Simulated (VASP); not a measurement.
Here is a VASP 6.6.1 calculation.

Contents of INCAR:

```
PREC = Accurate ; ENCUT = 500
EDIFF = 1E-6 ; ISMEAR = -1
SIGMA = 0.0689 ; LREAL = Auto
LASPH = True ; NELM = 120
ALGO = Normal ; ISIF = 2
LWAVE = False ; LCHARG = False
GGA = PS ; NBANDS = 86
ISYM = -1 ; GGA_COMPAT = False
```

KPOINTS

```
explicit points
4
Reciprocal
  0.25000000   0.25000000   0.25000000 2
  0.25000000   0.25000000   0.75000000 2
  0.25000000   0.75000000   0.25000000 2
  0.25000000   0.75000000   0.75000000 2
```

POSCAR

```
InP
1.0
    0.0000000000      5.7100000000     -5.7100000000
   -5.7100000000      0.0000000000     -5.7100000000
   -5.7100000000      5.7100000000      0.0000000000
In P
8 8
Direct
    0.5000000000      0.5000000000      0.0000000000
    0.0000000000      0.5000000000      0.0000000000
    0.5000000000      0.0000000000      0.0000000000
    0.0000000000      0.0000000000      0.0000000000
    0.5000000000      0.5000000000      0.5000000000
    0.0000000000      0.5000000000      0.5000000000
    0.5000000000      0.0000000000      0.5000000000
    0.0000000000      0.0000000000      0.5000000000
    0.7500000000      0.7500000000      0.2500000000
    0.2500000000      0.7500000000      0.2500000000
    0.7500000000      0.2500000000      0.2500000000
    0.2500000000      0.2500000000      0.2500000000
    0.7500000000      0.7500000000      0.7500000000
    0.2500000000      0.7500000000      0.7500000000
    0.7500000000      0.2500000000      0.7500000000
    0.2500000000      0.2500000000      0.7500000000
```

Potentials or basis: VASP PAW PBE potentials, release 64 (In_d, P).

Launch:

```console
$ cat potpaw_PBE.64/In_d/POTCAR potpaw_PBE.64/P/POTCAR > POTCAR
$ mpirun -np 1 vasp_std > vasp.out
```

Problem. What does it give for the pressure?

Solution. -8.4 GPa.

Problem. Estimate the band gap on the k mesh.

Solution. Zero (bands 72 and 73 overlap by 0.29 eV).

Caveat: the cell stands under tension; semilocal functionals underestimate gaps, and a narrow one can read as zero; the PAW data sets were made with another functional, which shifts forces and pressure a little; spin-orbit coupling is left out, which moves the levels of the heavy elements.
